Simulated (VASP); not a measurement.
Cu3O: single point with PBE

The system is Cu3O.

```xyz
4
Lattice="-2.3153 2.3153 2.3153 2.3153 -2.3153 2.3153 2.3153 2.3153 -2.3153" Properties=species:S:1:pos:R:3 pbc="T T T"
Cu    2.3153    0.0000    0.0000
Cu    0.0000    2.3153    0.0000
Cu    0.0000    0.0000    2.3153
O     0.0000    0.0000    0.0000
```

```yaml
Program: VASP 6.6.1
Task: single point
Functional: PBE
Potentials_or_basis: VASP PAW PBE potentials, release 64 (Cu, O)
Cutoff: 520 eV
k_mesh: 6 × 6 × 6
Occupations: gaussian, width 0.1 eV
Spin: collinear spin, ferromagnetic start
Starting_moments: "[1.0, 1.0, 1.0, 0.0] μB"
Dipole_correction: no
Further_INCAR_settings: ALGO = Normal; EDIFF = 1e-07; NBANDS = 32
```

```
Pressure                                              : 0.1 GPa
Net moment                                            : 0.00 μB per cell
Valence electrons inside the program's atomic spheres : Cu 9.93; O 4.78
```

Levels at points of the mesh, in eV from the Fermi level:
Spin up:
| k point | band 15 | band 16 | band 17 | band 18 | band 19 | band 20 | band 21 | band 22 | band 23 | band 24 |
| --- | --- | --- | --- | --- | --- | --- | --- | --- | --- | --- |
| (0.00, 0.00, 0.00) | -1.57 | -1.57 | -1.38 | -1.38 | -1.38 | -0.57 | 4.87 | 4.87 | 4.87 | 9.73 |
| (0.50, 0.00, 0.00) | -1.91 | -1.76 | -1.49 | -1.46 | -1.08 | -0.27 | 1.70 | 3.44 | 5.86 | 7.65 |
| (0.50, 0.50, 0.50) | -1.45 | -1.45 | -1.36 | -1.36 | -1.36 | 1.88 | 1.88 | 2.87 | 2.87 | 2.87 |
Spin down:
```csv
k point,band 16,band 17,band 18,band 19,band 20,band 21,band 22,band 23
"(0.00, 0.00, 0.00)",-1.57,-1.38,-1.38,-1.38,-0.57,4.87,4.87,4.87
"(0.50, 0.00, 0.00)",-1.76,-1.49,-1.46,-1.08,-0.27,1.70,3.44,5.86
"(0.50, 0.50, 0.50)",-1.45,-1.36,-1.36,-1.36,1.88,1.88,2.87,2.87
```

Wall time 93 s on 1 thread of AMD EPYC 7R43 64-Core Processor (Zen 3), on a shared host, peak memory 0.16 GiB.

With open d or f shells a metallic result of PBE can be an artefact of self-interaction; +U or a hybrid may open a gap.
